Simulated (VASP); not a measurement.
Set up this calculation in VASP 6.6.1, as the native input.

* Task: single point
* Functional: PBEsol
* Potentials or basis: VASP PAW PBE potentials, release 64 (Ti_sv, H)
* Cutoff: 520 eV
* k mesh: 18 × 18 × 18
* Occupations: gaussian, width 0.1 eV
* Spin: no spin polarisation
* Dipole correction: no
* Further INCAR settings: ALGO = Normal; EDIFF = 1e-06; NBANDS = 14

The structure of TiH2 lies in POSCAR:

```
TiH2
1.0
   -1.6385157372      1.6385157372      2.0859700808
    1.6385157372     -1.6385157372      2.0859700808
    1.6385157372      1.6385157372     -2.0859700808
Ti H
1 2
Direct
    0.0000000000      0.0000000000      0.0000000000
    0.7500000000      0.2500000000      0.5000000000
    0.2500000000      0.7500000000      0.5000000000
```

This cell differs from its parent crystal: Hf replaced by Ti, lengths x 0.962, strained.

The input as run:

INCAR

```
  ALGO = Normal
  EDIFF = 1E-6
  ENCUT = 520
  GGA = PS
  ISIF = 2
  ISMEAR = 0
  LASPH = True
  LCHARG = False
  LREAL = False
  LWAVE = False
  NBANDS = 14
  NELM = 80
  PREC = Accurate
  SIGMA = 0.1
```

KPOINTS

```
k-points
0
Gamma
  18 18 18
```

Potentials or basis: VASP PAW PBE potentials, release 64 (Ti_sv, H).

The run is started by

```console
$ cat potpaw_PBE.64/Ti_sv/POTCAR potpaw_PBE.64/H/POTCAR > POTCAR
$ mpirun -np 1 vasp_std > vasp.out
```

Results of the run:

The pressure is -9.5 GPa. The band gap on the k mesh is zero (bands 7 and 8 overlap by 0.62 eV).

Caveat: the cell differs from its parent crystal (Hf replaced by Ti, lengths x 0.962, strained); the cell stands under tension; the PAW data sets were made with another functional, which shifts forces and pressure a little.

It took 2.6 min on 1 thread of AMD EPYC 7R13 (shared host), peak memory 0.23 GiB.
